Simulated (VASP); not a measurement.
# ZnMoH4C8 (a cell with a defect) in VASP: single point with r2SCAN

Aim: the single point of ZnMoH4C8 (a cell with a defect) with r2SCAN.

Everything below comes from runs of VASP 6.6.1. Logs are shortened: lines on timing, memory, paths and dates and some standing lists are left out, and cuts for length are marked.

**1. The cell of the first run**

The cell holds a defect, 14 atoms: a = 5.047 Å, b = 5.129 Å, c = 6.610 Å, α = 75.11°, β = 75.44°, γ = 76.49°.

**2. Single point, r2SCAN**

Contents of POSCAR:

```
ZnMoH4C8
1.0
    3.9700170000      3.1167730000     -0.0111070000
    4.0218840000     -3.1825130000     -0.0192760000
    2.1153850000     -0.0253000000     -6.2621100000
Zn C H Mo
1 8 4 1
Direct
    0.0029240000      0.9924160000      0.9981950000
    0.8173270000      0.1971190000      0.7514390000
    0.7948980000      0.1916010000      0.2544300000
    0.3926780000      0.4111970000      0.5896020000
    0.5787770000      0.6078440000      0.4154260000
    0.5443910000      0.1938720000      0.7594180000
    0.7956980000      0.4586010000      0.2480300000
    0.4060090000      0.0024620000      0.9088810000
    0.9787750000      0.5829400000      0.1038620000
    0.2308860000      0.5428860000      0.6697420000
    0.4660220000      0.7617770000      0.3249400000
    0.2989720000      0.3045990000      0.5028580000
    0.6906440000      0.6989780000      0.5011290000
    0.3872310000      0.5883790000      0.8950950000
```

Contents of INCAR.step1:

```
PREC = Accurate
ENCUT = 520
ISMEAR = -1
SIGMA = 0.1
LREAL = F
LASPH = T
NELM = 80
NBANDS = 44
GGA = PE
ALGO = Normal
EDIFF = 1E-4
LWAVE = T
LCHARG = F
```

Contents of INCAR.step2:

```
PREC = Accurate
ENCUT = 520
EDIFF = 1E-6
ISMEAR = -1
SIGMA = 0.1
LREAL = F
LASPH = T
NELM = 80
ALGO = Normal
ISIF = 2
LWAVE = F
LCHARG = F
METAGGA = R2SCAN
LMIXTAU = T
NBANDS = 44
ISTART = 1
```

Contents of KPOINTS:

```
Automatic mesh
0
Gamma
  4 4 3
  0.5 0.5 0
```

Potentials or basis: VASP PAW PBE potentials, release 64 (Zn, C, H, Mo_sv).

On the command line:

```bash
> cat potpaw_PBE.64/Zn/POTCAR potpaw_PBE.64/C/POTCAR potpaw_PBE.64/H/POTCAR potpaw_PBE.64/Mo_sv/POTCAR > POTCAR
> cp INCAR.step1 INCAR
> mpirun -np 1 vasp_std > vasp.out
> cp INCAR.step2 INCAR
> mpirun -np 1 vasp_std > vasp.out
```

OUTCAR:

```text
PREC = Accurate
   ENCUT = 520
   EDIFF = 1E-6
   ISMEAR = -1
   LREAL = F
   LASPH = T
   NELM = 80
   ISIF = 2
   METAGGA = R2SCAN
   ISTART = 1

 ion  position               nearest neighbor table
   1  0.003  0.992  0.998-   8 1.98   2 2.02   9 2.06   3 2.12  14 2.59
   2  0.817  0.197  0.751-   6 1.37   1 2.02  14 2.75
   3  0.795  0.192  0.254-   7 1.36   1 2.12
   4  0.393  0.411  0.590-  10 1.05  12 1.13   6 1.57   5 1.59  14 2.41
   5  0.579  0.608  0.415-  11 1.01  13 1.13   7 1.56   4 1.59
   6  0.544  0.194  0.759-   2 1.37   8 1.38   4 1.57  14 2.31
   7  0.796  0.459  0.248-   9 1.30   3 1.36   5 1.56
   8  0.406  0.002  0.909-   6 1.38   1 1.98  14 2.17
   9  0.979  0.583  0.104-   7 1.30   1 2.06  14 2.18
  10  0.231  0.543  0.670-   4 1.05  14 1.94
  11  0.466  0.762  0.325-   5 1.01
  12  0.299  0.305  0.503-   4 1.13
  13  0.691  0.699  0.501-   5 1.13
  14  0.387  0.588  0.895-  10 1.94   8 2.17   9 2.18   6 2.31   4 2.41   1 2.59   2 2.75

  LATTYP: Found a triclinic cell.
 ALAT       =     5.1287729009
 B/A-ratio  =     1.2282674522
 C/A-ratio  =     1.2887691893
 COS(alpha) =     0.0076910989
 COS(beta)  =     0.2569029873
 COS(gamma) =     0.6269612065

  Lattice vectors:

 A1 = (   4.0218840000,  -3.1825130000,  -0.0192760000)
 A2 = (   0.0518670000,  -6.2992860000,  -0.0081690000)
 A3 = (   2.1153850000,  -0.0253000000,  -6.2621100000)

Analysis of symmetry for initial positions (statically):
=====================================================================
 Subroutine PRICEL returns:
 Original cell was already a primitive cell.

 Routine SETGRP: Setting up the symmetry group for a
 triclinic supercell.

 Subroutine GETGRP returns: Found  1 space group operations
 (whereof  1 operations were pure point group operations)
 out of a pool of  2 trial point group operations.

The static configuration has the point symmetry C_1 .

Analysis of symmetry for dynamics (positions and initial velocities):
=====================================================================
 Subroutine PRICEL returns:
 Original cell was already a primitive cell.

 Routine SETGRP: Setting up the symmetry group for a
 triclinic supercell.

 Subroutine GETGRP returns: Found  1 space group operations
 (whereof  1 operations were pure point group operations)
 out of a pool of  2 trial point group operations.

The dynamic configuration has the point symmetry C_1 .

 Subroutine INISYM returns: Found  1 space group operations
 (whereof  1 operations are pure point group operations),
 and found     1 'primitive' translations

----------------------------------------------------------------------------------------

                                     Primitive cell

  volume of cell :     157.4142

  direct lattice vectors                    reciprocal lattice vectors
     3.970017000  3.116773000 -0.011107000     0.126600769  0.159735931  0.042121274
     4.021884000 -3.182513000 -0.019276000     0.123990443 -0.157782382  0.042522315
     2.115385000 -0.025300000 -6.262110000    -0.000606217  0.000202364 -0.159896185

  length of vectors
     5.047319316  5.128772901  6.609804493     0.208128624  0.205126930  0.159897463

  position of ions in fractional coordinates (direct lattice)
     0.002924000  0.992416000  0.998195000
     0.817327000  0.197119000  0.751439000
     0.794898000  0.191601000  0.254430000
     0.392678000  0.411197000  0.589602000
     0.578777000  0.607844000  0.415426000
     0.544391000  0.193872000  0.759418000
     0.795698000  0.458601000  0.248030000
     0.406009000  0.002462000  0.908881000
     0.978775000  0.582940000  0.103862000
     0.230886000  0.542886000  0.669742000
     0.466022000  0.761777000  0.324940000
     0.298972000  0.304599000  0.502858000
     0.690644000  0.698978000  0.501129000
     0.387231000  0.588379000  0.895095000

  ion indices of the primitive-cell ions
   primitive index   ion index
                 1           1
                 2           2
                 3           3
                 4           4
                 5           5
                 6           6
                 7           7
                 8           8
                 9           9
                10          10
                11          11
                12          12
                13          13
                14          14

----------------------------------------------------------------------------------------

 KPOINTS: Automatic mesh

Automatic generation of k-mesh.
 Grid dimensions read from file:
 generate k-points for:    4    4    3

 Generating k-lattice:

  Cartesian coordinates                     Fractional coordinates (reciprocal lattice)
     0.031650192  0.039933983  0.010530318     0.250000000 -0.000000000  0.000000000
     0.030997611 -0.039445596  0.010630579     0.000000000  0.250000000  0.000000000
    -0.000202072  0.000067455 -0.053298728    -0.000000000  0.000000000  0.333333333

  Length of vectors
     0.052032156  0.051281732  0.053299154

  Shift w.r.t. Gamma in fractional coordinates (k-lattice)
     0.500000000  0.500000000  0.000000000

 Subroutine IBZKPT returns following result:
 ===========================================

 Found     24 irreducible k-points:

 Following reciprocal coordinates:
            Coordinates               Weight
  0.125000  0.125000  0.000000      2.000000
  0.375000  0.125000 -0.000000      2.000000
 -0.375000  0.125000  0.000000      2.000000
 -0.125000  0.125000  0.000000      2.000000
  0.125000  0.375000  0.000000      2.000000
  0.375000  0.375000 -0.000000      2.000000
[... 16 lines left out ...]
 -0.375000 -0.125000  0.333333      2.000000
 -0.125000 -0.125000  0.333333      2.000000
   k-points           NKPTS =     24   k-points in BZ     NKDIM =     24   number of bands    NBANDS=     44
   number of dos      NEDOS =    301   number of ions     NIONS =     14
   total plane-waves  NPLWV =  80000
   dimension x,y,z NGX =    40 NGY =   40 NGZ =   50
   dimension x,y,z NGXF=    80 NGYF=   80 NGZF=  100
   ions per type =               1   8   4   1
   NGX,Y,Z   is equivalent  to a cutoff of  13.17, 12.97, 12.58 a.u.
   NGXF,Y,Z  is equivalent  to a cutoff of  26.35, 25.93, 25.15 a.u.
 SYSTEM =  unknown system
   PREC   = accura    normal or accurate (medium, high low for compatibility)
   ISTART =      1    job   : 0-new  1-cont  2-samecut
   ICHARG =      0    charge: 1-file 2-atom 10-const
   ISPIN  =      1    spin polarized calculation?
   LNONCOLLINEAR =      F non collinear calculations
   LSORBIT =      F    spin-orbit coupling
   LASPH  =      T    aspherical Exc in radial PAW
   ENCUT  =  520.0 eV  38.22 Ry    6.18 a.u.   9.38  9.54 12.29*2*pi/ulx,y,z
   NELM   =     80;   NELMIN=  2; NELMDL=  0     # of ELM steps
   EDIFF  = 0.1E-05   stopping-criterion for ELM
   LREAL  =      F    real-space projection
   EDIFFG = 0.1E-04   stopping-criterion for IOM
   NSW    =      0    number of steps for IOM
   IBRION =     -1    ionic relax: 0-MD 1-quasi-New 2-CG
   NFREE  =      0    steps in history (QN), initial steepest desc. (CG)
   ISIF   =      2    stress and relaxation
   ISYM   =      2    0-nonsym 1-usesym 2-fastsym
   POTIM  = 0.5000    time-step for ionic-motion
   TEBEG  =    0.0;   TEEND  =   0.0 temperature during run
   PSTRESS=    0.0 pullay stress
   NELECT =      62.0000    total number of electrons
   NUPDOWN=      -1.0000    fix difference up-down
   EMIN   =  10.00;   EMAX   =-10.00  energy-range for DOS
   EFERMI =   0.00;   METHOD = LEGACY
   ISMEAR =    -1;   SIGMA  =   0.10  broadening in eV -4-tet -1-fermi 0-gaus
   EFERMI_NEDOS =   21; number of points for ismear=-14 and -15
   IALGO  =     38    algorithm
   IMIX   =      4    mixing-type and parameters
     AMIX     =   0.40;   BMIX     =  1.00
     AMIX_MAG =   1.60;   BMIX_MAG =  1.00
  volume/ion in A,a.u.               =      11.24        75.88
  Fermi-wavevector in a.u.,A,eV,Ry     =   1.200026  2.267721 19.593248  1.440063
  Thomas-Fermi vector in A             =   2.335873
   LORBIT       =      0    0 simple, 1 ext, 2 COOP (PROOUT), +10 PAW based schemes
   METAGGA = R2SCAN    functional components
   LHFCALC =     F    Hartree Fock is set to
   AEXX    =    0.0000 exact exchange contribution
   IVDW    =     0    specifies the selected vdW correction
   LEPSILON=     F    determine dielectric tensor
   LRPA    =     F    only Hartree local field effects (RPA)
 non-spin polarized calculation
  energy-cutoff  :      520.00
  volume of cell :      157.41
 maximum number of plane-waves:      4261
 NGX is ok and might be reduce to    40
   NGX = 19   NGY = 19   NGZ = 25

 number of electron      62.0000005 magnetization

 Free energy of the ion-electron system (eV)
  ---------------------------------------------------
  ext. energy  EPLUGINS =         0.00000000
  ---------------------------------------------------
  free energy    TOTEN  =      -113.49003558 eV

  energy without entropy =     -113.28548994  energy(sigma->0) =     -113.38776276

 E-fermi :   2.2974     XC(G=0):  -9.7965

 val. band max:        2.2829475833   @ k =   0.1250  -0.1250   0.3333
 cond. band min:       2.2975647698   @ k =  -0.1250   0.1250   0.0000
 fundamental gap:      0.0146171865
 Fermi energy:         2.2974318103

 k-point     1 :       0.1250    0.1250    0.0000
  band No.  band energies     occupation
      1     -61.0408      2.00000
      2     -34.6322      2.00000
      3     -34.3492      2.00000
      4     -34.2994      2.00000
      5     -15.9527      2.00000
      6     -15.0569      2.00000
[... 35 lines left out ...]
     42       9.2402      0.00000
     43      10.1303      0.00000

 k-point     2 :       0.3750    0.1250   -0.0000
  band No.  band energies     occupation
      1     -61.0408      2.00000
      2     -34.6322      2.00000
      3     -34.3495      2.00000
      4     -34.2996      2.00000
      5     -15.8793      2.00000
      6     -15.0872      2.00000
[... 35 lines left out ...]
     42       9.4565      0.00000
     43       9.8634      0.00000

 k-point     3 :      -0.3750    0.1250    0.0000
  band No.  band energies     occupation
      1     -61.0408      2.00000
      2     -34.6322      2.00000
      3     -34.3495      2.00000
      4     -34.2996      2.00000
      5     -15.8781      2.00000
      6     -15.0795      2.00000
[... 35 lines left out ...]
     42       9.5742      0.00000
     43       9.8203      0.00000

 k-point     4 :      -0.1250    0.1250    0.0000
  band No.  band energies     occupation
      1     -61.0408      2.00000
      2     -34.6322      2.00000
      3     -34.3492      2.00000
      4     -34.2994      2.00000
      5     -15.9514      2.00000
      6     -15.0495      2.00000
[... 863 lines left out ...]
     42       9.4316      0.00000
     43       9.9626      0.00000

 k-point    23 :      -0.3750   -0.1250    0.3333
  band No.  band energies     occupation
      1     -61.0408      2.00000
      2     -34.6322      2.00000
      3     -34.3495      2.00000
      4     -34.2996      2.00000
      5     -15.8394      2.00000
      6     -15.1456      2.00000
[... 35 lines left out ...]
     42       9.3750      0.00000
     43       9.8058      0.00000

 k-point    24 :      -0.1250   -0.1250    0.3333
  band No.  band energies     occupation
      1     -61.0408      2.00000
      2     -34.6322      2.00000
      3     -34.3492      2.00000
      4     -34.2994      2.00000
      5     -15.8619      2.00000
      6     -15.1991      2.00000
[... 35 lines left out ...]
     42       9.4394      0.00000
     43       9.9818      0.00000
 [bands above 43 left out]

------------------------ aborting loop because EDIFF is reached ----------------------------------------

  FORCE on cell =-STRESS in cart. coord.  units (eV):
  Direction    XX          YY          ZZ          XY          YZ          ZX
  --------------------------------------------------------------------------------------
  -------------------------------------------------------------------------------------
  Total       -3.8673030      0.4174998     -2.7192306      3.3941819     -2.9442491      1.7011429
  in kB      -39.3617931      4.2493544    -27.6765986     34.5463196    -29.9668593     17.3144014
  external PRESSURE =     -20.9296791 kB  Pullay stress =       0.0000000 kB

 VOLUME and BASIS-vectors are now :
 -----------------------------------------------------------------------------
  energy-cutoff  :      520.00
  volume of cell :      157.41
      direct lattice vectors                 reciprocal lattice vectors
     3.970017000  3.116773000 -0.011107000     0.126600769  0.159735931  0.042121274
     4.021884000 -3.182513000 -0.019276000     0.123990443 -0.157782382  0.042522315
     2.115385000 -0.025300000 -6.262110000    -0.000606217  0.000202364 -0.159896185

 POSITION                                       TOTAL-FORCE (eV/Angst)
 -----------------------------------------------------------------------------------
      6.11456     -3.17452     -6.26997         0.074376     -1.417414     -0.756572
      5.62717      1.90108     -4.71847         0.445467     -0.572832     -1.272844
      4.46457      1.86131     -1.60579        -0.200336      0.697245      1.673064
      4.45996     -0.09967     -3.70444         0.525691      2.789991      2.773866
      5.62122     -0.14107     -2.61959         0.071473      3.633040     -2.925071
      4.54743      1.06053     -4.76534         0.599340     -0.790732      2.381356
      5.52805      1.01423     -1.57087        -3.102012     -2.033257     -4.627358
      3.54440      1.23461     -5.69607        -3.174250      2.412260      0.181654
      6.44998      1.19278     -0.67250         5.142166      3.692003      5.690688
      4.51681     -1.02507     -4.20703        -0.747064     -2.880446     -0.833304
      5.60127     -0.98010     -2.05467        -0.132595     -3.118757      1.348072
      3.47572     -0.05028     -3.15814         0.632199     -0.449252     -0.908120
      6.61316     -0.08460     -3.15927        -0.574323      0.002115      0.647781
      5.79718     -0.68826     -5.62083         0.439869     -1.963964     -3.373211
 -----------------------------------------------------------------------------------
    total drift:                               -0.016598      0.002155     -0.001954

  FREE ENERGIE OF THE ION-ELECTRON SYSTEM (eV)
  ---------------------------------------------------
  free  energy   TOTEN  =      -113.4900355823 eV

  energy  without entropy=     -113.2854899353  energy(sigma->0) =     -113.38776276
```

It took 8.9 min on 1 thread of AMD EPYC 7R13 (Zen 3), shared host; peak memory 0.36 GiB.

What came out:

```
Free energy            : -113.4900 eV
Pressure               : -2.1 GPa
Largest force          : 8.512 eV/Å
Band gap on the k mesh : zero (bands 31 and 32 overlap by 0.08 eV)
```

Forces in eV/Å, atoms in the order of the input:
```
Zn   0.074 -1.417 -0.757
C    0.445 -0.573 -1.273
C   -0.200  0.697  1.673
C    0.526  2.790  2.774
C    0.071  3.633 -2.925
C    0.599 -0.791  2.381
C   -3.102 -2.033 -4.627
C   -3.174  2.412  0.182
C    5.142  3.692  5.691
H   -0.747 -2.880 -0.833
H   -0.133 -3.119  1.348
H    0.632 -0.449 -0.908
H   -0.574  0.002  0.648
Mo   0.440 -1.964 -3.373
```

Levels at points of the mesh, in eV from the Fermi level:
```csv
k point,band 27,band 28,band 29,band 30,band 31,band 32,band 33,band 34,band 35,band 36
"(0.12, 0.12, 0.00)",-1.86,-1.36,-1.13,-0.93,-0.37,0.15,0.55,1.14,1.31,1.84
```

Caveat: the PAW data sets were made with another functional, which shifts forces and pressure a little.
